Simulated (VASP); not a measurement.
# SiO2 (P6_222) in VASP: settings compared

Aim: see how the results for SiO2 move with the level of theory and the settings. Levels: r2SCAN, PBE. Tasks: single point.

Everything below comes from runs of VASP 6.6.1. Logs are shortened: lines on timing, memory, paths and dates and some standing lists are left out, and cuts for length are marked.

## Step 1: The cell of the first run

The structure is hexagonal, space group P6_222 (No. 180). The conventional cell has a = 5.059 Å, b = 5.059 Å, c = 5.541 Å, α = 90.00°, β = 90.00°, γ = 120.00°. Si (site symmetry 222) has 4 O at 1.61 Å within 2.1 Å. Within 2.1 Å of O (site symmetry 2) lie 2 Si at 1.61 Å.

## Step 2: Single point, r2SCAN

POSCAR

```
SiO2
1.0
    5.0590584133      0.0000000000      0.0000000000
   -2.5295292067      4.3812731051      0.0000000000
    0.0000000000      0.0000000000      5.5410361447
Si O
3 6
Direct
    0.5000000000      0.5000000000      0.3333333333
    0.0000000000      0.5000000000      0.6666666667
    0.5000000000      0.0000000000      0.0000000000
    0.2082404179      0.7917595821      0.8333333333
    0.4164808359      0.2082404179      0.1666666667
    0.2082404179      0.4164808359      0.5000000000
    0.7917595821      0.2082404179      0.8333333333
    0.5835191641      0.7917595821      0.1666666667
    0.7917595821      0.5835191641      0.5000000000
```

INCAR.step1

```
PREC     = Accurate       # precision mode
ENCUT    = 520            # plane-wave cutoff, eV
ISMEAR   = 0              # smearing method
SIGMA    = 0.01           # smearing width, eV
LREAL    = F              # projectors in reciprocal space
LASPH    = T              # aspherical terms in the spheres
NELM     = 100            # most SCF steps
NBANDS   = 34             # bands
GGA      = PE             # functional
ALGO     = Normal         # electronic algorithm
EDIFF    = 1E-4           # SCF threshold, eV
LWAVE    = T              # write WAVECAR
LCHARG   = F              # write CHGCAR
```

INCAR.step2

```
PREC     = Accurate       # precision mode
ENCUT    = 520            # plane-wave cutoff, eV
EDIFF    = 1E-6           # SCF threshold, eV
ISMEAR   = 0              # smearing method
SIGMA    = 0.01           # smearing width, eV
LREAL    = F              # projectors in reciprocal space
LASPH    = T              # aspherical terms in the spheres
NELM     = 100            # most SCF steps
ALGO     = Normal         # electronic algorithm
ISIF     = 2              # what is computed and relaxed
LWAVE    = F              # write WAVECAR
LCHARG   = F              # write CHGCAR
METAGGA  = R2SCAN         # meta-GGA
LMIXTAU  = T            
NBANDS   = 34             # bands
ISTART   = 1
```

KPOINTS

```
regular mesh
0
Gamma
  6 6 6
```

Potentials or basis: VASP PAW PBE potentials, release 64 (Si, O).

Run with:

```bash
> cat potpaw_PBE.64/Si/POTCAR potpaw_PBE.64/O/POTCAR > POTCAR
> cp INCAR.step1 INCAR
> mpirun -np 1 vasp_std > vasp.out
> cp INCAR.step2 INCAR
> mpirun -np 1 vasp_std > vasp.out
```

OUTCAR:

```text
PREC = Accurate
   ENCUT = 520
   EDIFF = 1E-6
   ISMEAR = 0
   LREAL = F
   LASPH = T
   NELM = 100
   ISIF = 2
   METAGGA = R2SCAN
   ISTART = 1

 ion  position               nearest neighbor table
   1  0.500  0.500  0.333-   5 1.61   8 1.61   6 1.61   9 1.61   3 3.13   3 3.13   2 3.13   2 3.13

   2  0.000  0.500  0.667-   4 1.61   7 1.61   6 1.61   9 1.61   3 3.13   3 3.13   1 3.13   1 3.13

   3  0.500  0.000  0.000-   5 1.61   8 1.61   7 1.61   4 1.61   2 3.13   2 3.13   1 3.13   1 3.13

   4  0.208  0.792  0.833-   2 1.61   3 1.61
   5  0.416  0.208  0.167-   3 1.61   1 1.61
   6  0.208  0.416  0.500-   2 1.61   1 1.61
   7  0.792  0.208  0.833-   2 1.61   3 1.61
   8  0.584  0.792  0.167-   3 1.61   1 1.61
   9  0.792  0.584  0.500-   2 1.61   1 1.61

  LATTYP: Found a hexagonal cell.
 ALAT       =     5.0590584133
 C/A-ratio  =     1.0952702444

  Lattice vectors:

 A1 = (   5.0590584133,   0.0000000000,   0.0000000000)
 A2 = (  -2.5295292067,   4.3812731051,   0.0000000000)
 A3 = (   0.0000000000,   0.0000000000,   5.5410361447)

Analysis of symmetry for initial positions (statically):
=====================================================================
 Subroutine PRICEL returns:
 Original cell was already a primitive cell.

 Routine SETGRP: Setting up the symmetry group for a
 hexagonal supercell.

 Subroutine GETGRP returns: Found 12 space group operations
 (whereof  4 operations were pure point group operations)
 out of a pool of 24 trial point group operations.

The static configuration has the point symmetry D_2 .
 The point group associated with its full space group is D_6 .

Analysis of symmetry for dynamics (positions and initial velocities):
=====================================================================
 Subroutine PRICEL returns:
 Original cell was already a primitive cell.

 Routine SETGRP: Setting up the symmetry group for a
 hexagonal supercell.

 Subroutine GETGRP returns: Found 12 space group operations
 (whereof  4 operations were pure point group operations)
 out of a pool of 24 trial point group operations.

The dynamic configuration has the point symmetry D_2 .
 The point group associated with its full space group is D_6 .

 Subroutine INISYM returns: Found 12 space group operations
[... 115 lines left out ...]
   IBRION =     -1    ionic relax: 0-MD 1-quasi-New 2-CG
   NFREE  =      0    steps in history (QN), initial steepest desc. (CG)
   ISIF   =      2    stress and relaxation
   ISYM   =      2    0-nonsym 1-usesym 2-fastsym
   POTIM  = 0.5000    time-step for ionic-motion
   TEBEG  =    0.0;   TEEND  =   0.0 temperature during run
   PSTRESS=    0.0 pullay stress
   NELECT =      48.0000    total number of electrons
   NUPDOWN=      -1.0000    fix difference up-down
   EMIN   =  10.00;   EMAX   =-10.00  energy-range for DOS
   EFERMI =   0.00;   METHOD = LEGACY
   ISMEAR =     0;   SIGMA  =   0.01  broadening in eV -4-tet -1-fermi 0-gaus
   EFERMI_NEDOS =   21; number of points for ismear=-14 and -15
   IALGO  =     38    algorithm
   IMIX   =      4    mixing-type and parameters
     AMIX     =   0.40;   BMIX     =  1.00
     AMIX_MAG =   1.60;   BMIX_MAG =  1.00
  volume/ion in A,a.u.               =      13.65        92.09
  Fermi-wavevector in a.u.,A,eV,Ry     =   1.196929  2.261867 19.492224  1.432638
  Thomas-Fermi vector in A             =   2.332856
   LORBIT       =      0    0 simple, 1 ext, 2 COOP (PROOUT), +10 PAW based schemes
   METAGGA = R2SCAN    functional components
   LHFCALC =     F    Hartree Fock is set to
   AEXX    =    0.0000 exact exchange contribution
   IVDW    =     0    specifies the selected vdW correction
   LEPSILON=     F    determine dielectric tensor
   LRPA    =     F    only Hartree local field effects (RPA)
 non-spin polarized calculation
 Gauss-broadening in eV      SIGMA  =   0.01
  energy-cutoff  :      520.00
  volume of cell :      122.82
 maximum number of plane-waves:      3344
 NGX is ok and might be reduce to    40
   NGX = 19   NGY = 19   NGZ = 21

 number of electron      47.9999976 magnetization

 Free energy of the ion-electron system (eV)
  ---------------------------------------------------
  ext. energy  EPLUGINS =         0.00000000
  ---------------------------------------------------
  free energy    TOTEN  =       -89.35581813 eV

  energy without entropy =      -89.35581813  energy(sigma->0) =      -89.35581813

 E-fermi :   0.2114     XC(G=0):  -9.2040

 val. band max:        0.0775662265   @ k =   0.5000  -0.0000   0.0000
 cond. band min:       6.3755623884   @ k =   0.0000   0.0000   0.0000
 fundamental gap:      6.2979961619
 Fermi energy:         0.2113712641

 k-point     1 :       0.0000    0.0000    0.0000
  band No.  band energies     occupation
      1     -20.3415      2.00000
      2     -18.8935      2.00000
      3     -18.8935      2.00000
      4     -18.3136      2.00000
      5     -18.2687      2.00000
      6     -18.2687      2.00000
[... 877 lines left out ...]
     33      12.6711      0.00000
     34      12.9921      0.00000

 [... further k-points ...]

------------------------ aborting loop because EDIFF is reached ----------------------------------------

  FORCE on cell =-STRESS in cart. coord.  units (eV):
  Direction    XX          YY          ZZ          XY          YZ          ZX
  --------------------------------------------------------------------------------------
  -------------------------------------------------------------------------------------
  Total        0.1361247      0.1361247      0.1698302     -0.0000000     -0.0000000      0.0000000
  in kB        1.7757686      1.7757686      2.2154635     -0.0000000     -0.0000000      0.0000000
  external PRESSURE =       1.9223336 kB  Pullay stress =       0.0000000 kB

 VOLUME and BASIS-vectors are now :
 -----------------------------------------------------------------------------
  energy-cutoff  :      520.00
  volume of cell :      122.82
      direct lattice vectors                 reciprocal lattice vectors
     5.059058413  0.000000000  0.000000000     0.197665241  0.114122080  0.000000000
    -2.529529207  4.381273105  0.000000000     0.000000000  0.228244160  0.000000000
     0.000000000  0.000000000  5.541036145     0.000000000  0.000000000  0.180471662

 POSITION                                       TOTAL-FORCE (eV/Angst)
 -----------------------------------------------------------------------------------
      1.26476      2.19064      1.84701         0.000000     -0.000000     -0.000000
     -1.26476      2.19064      3.69402         0.000000     -0.000000      0.000000
      2.52953      0.00000      0.00000         0.000000     -0.000000     -0.000000
     -0.94928      3.46891      4.61753         0.009762     -0.005636      0.000000
      1.58025      0.91236      0.92351         0.009762      0.005636     -0.000000
     -0.00000      1.82472      2.77052        -0.000000      0.011272      0.000000
      3.47881      0.91236      4.61753        -0.009762      0.005636      0.000000
      0.94928      3.46891      0.92351        -0.009762     -0.005636     -0.000000
      2.52953      2.55656      2.77052         0.000000     -0.011272     -0.000000
 -----------------------------------------------------------------------------------
    total drift:                               -0.000000      0.000000      0.000001

  FREE ENERGIE OF THE ION-ELECTRON SYSTEM (eV)
  ---------------------------------------------------
  free  energy   TOTEN  =       -89.3558181331 eV

  energy  without entropy=      -89.3558181331  energy(sigma->0) =      -89.35581813
```

OSZICAR.step1:

```text
N       E                     dE             d eps       ncg     rms          rms(c)
DAV:   1     0.285586910004E+03    0.28559E+03   -0.24923E+04  1904   0.129E+03
DAV:   2    -0.611274922128E+02   -0.34671E+03   -0.33607E+03  2458   0.304E+02
DAV:   3    -0.807703347245E+02   -0.19643E+02   -0.19553E+02  2430   0.761E+01
DAV:   4    -0.809887431100E+02   -0.21841E+00   -0.21819E+00  2400   0.901E+00
DAV:   5    -0.809919517607E+02   -0.32087E-02   -0.32070E-02  2420   0.108E+00    0.259E+01
DAV:   6    -0.710678377867E+02    0.99241E+01   -0.35676E+01  2156   0.318E+01    0.124E+01
DAV:   7    -0.710655314808E+02    0.23063E-02   -0.10268E+00  2336   0.487E+00    0.442E+00
DAV:   8    -0.710577178452E+02    0.78136E-02   -0.50079E-02  2348   0.161E+00    0.173E+00
DAV:   9    -0.710679585156E+02   -0.10241E-01   -0.29555E-02  2152   0.116E+00    0.338E-01
DAV:  10    -0.710699782228E+02   -0.20197E-02   -0.34012E-03  2244   0.305E-01    0.986E-02
DAV:  11    -0.710699560636E+02    0.22159E-04   -0.81466E-04  2336   0.169E-01
   1 F= -.71069956E+02 E0= -.71069956E+02  d E =-.154428E-52
```

It took 3.7 min on 1 thread of Intel Xeon 6975P-C (Granite Rapids), shared host; peak memory 0.31 GiB.

Results:

```
Free energy            : -89.3558 eV
Pressure               : 0.2 GPa
Largest force          : 0.011 eV/Å
Band gap on the k mesh : 6.30 eV (least direct gap 6.49 eV)
```

Forces in eV/Å, atoms in the order of the input:
```
Si   0.000  0.000  0.000
Si   0.000  0.000  0.000
Si   0.000  0.000  0.000
O    0.010 -0.006  0.000
O    0.010  0.006  0.000
O    0.000  0.011  0.000
O   -0.010  0.006  0.000
O   -0.010 -0.006  0.000
O    0.000 -0.011  0.000
```

Caveat: the PAW data sets were made with another functional, which shifts forces and pressure a little. A k mesh can miss the band edges.

## Step 3: Single point, PBE (13.17 Å³/atom)

This run uses another cell than the first one, of 13.17 Å³/atom.

INCAR

```
ALGO     = Normal         # electronic algorithm
EDIFF    = 1E-6           # SCF threshold, eV
ENCUT    = 520            # plane-wave cutoff, eV
GGA      = PE             # functional
ISIF     = 2              # what is computed and relaxed
ISMEAR   = 0              # smearing method
LASPH    = True           # aspherical terms in the spheres
LCHARG   = True           # write CHGCAR
LELF     = True           # ELF
LREAL    = False          # projectors in reciprocal space
LVHAR    = True         
LWAVE    = False          # write WAVECAR
NBANDS   = 34             # bands
NELM     = 100            # most SCF steps
PREC     = Accurate       # precision mode
SIGMA    = 0.01           # smearing width, eV
```

KPOINTS

```
k-points
0
Gamma
  6 6 4
```

POSCAR

```
SiO2
1.0
    5.0009566840      0.0000000000      0.0000000000
   -2.5004783420      4.3309555315      0.0000000000
    0.0000000000      0.0000000000      5.4705284757
Si O
3 6
Direct
    0.5000000000      0.5000000000      0.3333333333
    0.0000000000      0.5000000000      0.6666666667
    0.5000000000      0.0000000000      0.0000000000
    0.2080061346      0.7919938654      0.8333333333
    0.4160122692      0.2080061346      0.1666666667
    0.2080061346      0.4160122692      0.5000000000
    0.7919938654      0.2080061346      0.8333333333
    0.5839877308      0.7919938654      0.1666666667
    0.7919938654      0.5839877308      0.5000000000
```

Potentials or basis: VASP PAW PBE potentials, release 64 (Si, O).

Run with:

```bash
> cat potpaw_PBE.64/Si/POTCAR potpaw_PBE.64/O/POTCAR > POTCAR
> mpirun -np 1 vasp_std > vasp.out
```

Run time: 35 s. Hardware: 1 thread of Intel Xeon 6975P-C (Granite Rapids), shared host; peak memory 0.26 GiB.

The run converged. Its results:

```yaml
Free_energy: -70.8364 eV
Pressure: 12.4 GPa
Largest_force: 0.486 eV/Å
Band_gap_on_the_k_mesh: 5.91 eV (least direct gap 6.11 eV)
```

Forces in eV/Å, atoms in the order of the input:
```
Si   0.000  0.000  0.000
Si   0.000  0.000  0.000
Si   0.000  0.000  0.000
O   -0.421  0.243  0.000
O   -0.421 -0.243  0.000
O    0.000 -0.486  0.000
O    0.421 -0.243  0.000
O    0.421  0.243  0.000
O    0.000  0.486  0.000
```

Stress tensor (GPa, compression positive):
```
12.31  0.00  0.00
 0.00 12.31  0.00
 0.00  0.00 12.43
```

Levels at points of the mesh, in eV from the valence-band top:
| k point | band 21 | band 22 | band 23 | band 24 | band 25 | band 26 | band 27 | band 28 |
| --- | --- | --- | --- | --- | --- | --- | --- | --- |
| (0.00, 0.00, 0.00) | -1.03 | -0.49 | -0.49 | -0.20 | 5.91 | 9.17 | 9.17 | 9.45 |
| (0.50, 0.00, 0.00) | -1.21 | -1.04 | -0.36 | 0.00 | 7.98 | 8.84 | 9.87 | 9.90 |
| (0.00, 0.00, 0.50) | -1.22 | -0.28 | 0.00 | 0.00 | 7.76 | 7.76 | 8.62 | 10.05 |
| (0.50, 0.00, 0.50) | -0.96 | -0.75 | -0.71 | -0.36 | 9.07 | 9.46 | 9.49 | 9.64 |

Caveat: the cell stands under pressure. A k mesh can miss the band edges.

## Step 4: Single point, PBE (13.59 Å³/atom)

This run uses another cell than the first one, of 13.59 Å³/atom.

INCAR

```
ALGO = Normal ; EDIFF = 1E-7
ENCUT = 520 ; GGA = PE
ISIF = 2 ; ISMEAR = 0
LASPH = True ; LCHARG = True
LELF = True ; LREAL = False
LVHAR = True ; LWAVE = False
NBANDS = 34 ; NELM = 100
PREC = Accurate ; SIGMA = 0.01
```

KPOINTS is that of step 3.

POSCAR: that of step 3 with these lines changed.

```diff
@@ -2,5 +2,5 @@
 1.0
-    5.0009566840      0.0000000000      0.0000000000
-   -2.5004783420      4.3309555315      0.0000000000
-    0.0000000000      0.0000000000      5.4705284757
+    5.0536022020      0.0000000000      0.0000000000
+   -2.5268011010      4.3765478876      0.0000000000
+    0.0000000000      0.0000000000      5.5281172179
 Si O
```

Run with:

```bash
> cat potpaw_PBE.64/Si/POTCAR potpaw_PBE.64/O/POTCAR > POTCAR
> mpirun -np 1 vasp_std > vasp.out
```

Wall time 41 s (1 thread of Intel Xeon 6975P-C (Granite Rapids), shared host); peak memory 0.26 GiB.

The run converged. Its results:

* Free energy: -71.0534 eV
* Pressure: 5.8 GPa
* Largest force: 0.221 eV/Å
* Band gap on the k mesh: 5.74 eV (least direct gap 5.93 eV)

Forces on the atoms (eV/Å):
```
Si   0.000  0.000  0.000
Si   0.000  0.000  0.000
Si   0.000  0.000  0.000
O   -0.191  0.110  0.000
O   -0.191 -0.110  0.000
O    0.000 -0.221  0.000
O    0.191 -0.110  0.000
O    0.191  0.110  0.000
O    0.000  0.221  0.000
```

Stress tensor (GPa, compression positive):
```
5.74 0.00 0.00
0.00 5.74 0.00
0.00 0.00 5.83
```

Levels at points of the mesh, in eV from the valence-band top:
```
           k point  band 20  band 21  band 22  band 23  band 24  band 25  band 26  band 27  band 28  band 29
(0.00, 0.00, 0.00)    -0.99    -0.99    -0.46    -0.46    -0.19     5.74     9.01     9.01     9.27     9.27
(0.50, 0.00, 0.00)    -1.18    -1.16    -1.00    -0.35     0.00     7.79     8.63     9.70     9.72     9.73
(0.00, 0.00, 0.50)    -1.83    -1.16    -0.28     0.00     0.00     7.58     7.58     8.51     9.85     9.85
(0.50, 0.00, 0.50)    -1.32    -0.92    -0.73    -0.69    -0.34     8.68     9.18     9.33     9.49     9.86
```

Caveat: the cell stands under pressure. A k mesh can miss the band edges.

[end of part 1 of 2]
